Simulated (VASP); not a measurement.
Write the native input for VASP 6.6.1 that does the following.

| Quantity | Value |
| --- | --- |
| Task | single point |
| Functional | PBE |
| Potentials or basis | VASP PAW PBE potentials, release 64 (Cd, Te) |
| Cutoff | 520 eV |
| k mesh | 6 × 6 × 6 |
| Occupations | fermi-dirac, width 0.02 eV |
| Spin | no spin polarisation |
| Dipole correction | no |
| Further INCAR settings | ALGO = Normal; EDIFF = 1e-06; NBANDS = 16 |

The structure of CdTe lies in POSCAR:

```
CdTe
1.0
    0.0000000000      3.2799012126      3.2799012126
    3.2799012126      0.0000000000      3.2799012126
    3.2799012126      3.2799012126      0.0000000000
Cd Te
1 1
Direct
    0.0000000000      0.0000000000      0.0000000000
    0.2500000000      0.2500000000      0.2500000000
```

These files were run (other wordings do the same):

INCAR

```
SYSTEM = CdTe
  PREC = Accurate
  ENCUT = 520
  EDIFF = 1E-6
  ISMEAR = -1
  SIGMA = 0.02
  LREAL = .False.
  LASPH = .True.
  NELM = 100
  ALGO = Normal
  ISIF = 2
  LWAVE = .False.
  LCHARG = .True.
  GGA = PE
  LELF = .True.
  LVHAR = .True.
  NBANDS = 16
```

KPOINTS

```
Automatic mesh
0
Gamma
  6 6 6
  0 0 0
```

Potentials or basis: VASP PAW PBE potentials, release 64 (Cd, Te).

The run is started by

```sh
$ cat potpaw_PBE.64/Cd/POTCAR potpaw_PBE.64/Te/POTCAR > POTCAR
$ mpirun -np 1 vasp_std > vasp.out
```

Results of the run:

```
Pressure               : 1.1 GPa
Band gap on the k mesh : 0.66 eV, direct
```

Caveat: spin-orbit coupling is left out, which moves the levels of the heavy elements.

Wall time 12 s on 1 thread of Intel Xeon 6455B (shared host), peak memory 0.21 GiB.
